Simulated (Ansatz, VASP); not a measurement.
BaRe: VASP beside Ansatz

File INCAR:

```
ALGO = Normal
EDIFF = 1E-6
ENCUT = 560
GGA = PE
GGA_COMPAT = False
ISIF = 2
ISMEAR = 0
LASPH = True
LCHARG = True
LELF = True
LREAL = False
LVHAR = True
LWAVE = False
NBANDS = 20
NELM = 120
PREC = Accurate
SIGMA = 0.05
```

File KPOINTS:

```
k-points
0
Gamma
  8 8 8
```

File POSCAR:

```
BaRe
1.0
    3.7233438108      0.0000000000      0.0000000000
    0.0000000000      3.7233438108      0.0000000000
    0.0000000000      0.0000000000      3.7233438108
Ba Re
1 1
Direct
    0.0000000000      0.0000000000      0.0000000000
    0.5000000000      0.5000000000      0.5000000000
```

Input for Ansatz:

```yaml
crystal:
  lattice:
    - [3.7233438108, 0.0, 0.0]
    - [0.0, 3.7233438108, 0.0]
    - [0.0, 0.0, 3.7233438108]
  atoms:
    - { symbol: Ba, position: [0.0, 0.0, 0.0] }
    - { symbol: Re, position: [0.5, 0.5, 0.5] }
basis:
  ecutwfc: 420
  ecutrho_ratio: 4
kpoints:
  mp_grid: { grid: [8, 8, 8] }
hamiltonian:
  xc: pbe
scf:
  occupations: { method: gaussian, width: 0.05 }
output:
  forces: true
  stress: true
  eigenvalues: true
```

Alike in both runs: task single point; functional PBE; k mesh 8 × 8 × 8; occupations gaussian, width 0.05 eV; no spin polarisation.

|  | VASP | Ansatz |
| --- | --- | --- |
| version | VASP 6.6.1 | Ansatz 0.2.0 |
| potentials or method | VASP PAW PBE potentials, release 64 (Ba_sv, Re_sv_GW), cutoff 560 eV | scalar-relativistic, plane waves, PAW |
| valence electrons in the cell | 25 | 25 |

```csv
,VASP,Ansatz,Ansatz less VASP
gap on the k mesh at the Fermi level (eV),none,none,-
pressure (GPa),1.3,0.0,-1.34
```

A gap of «none» marks a metal or a gap that the smearing closes.

Spin-orbit coupling is off throughout.
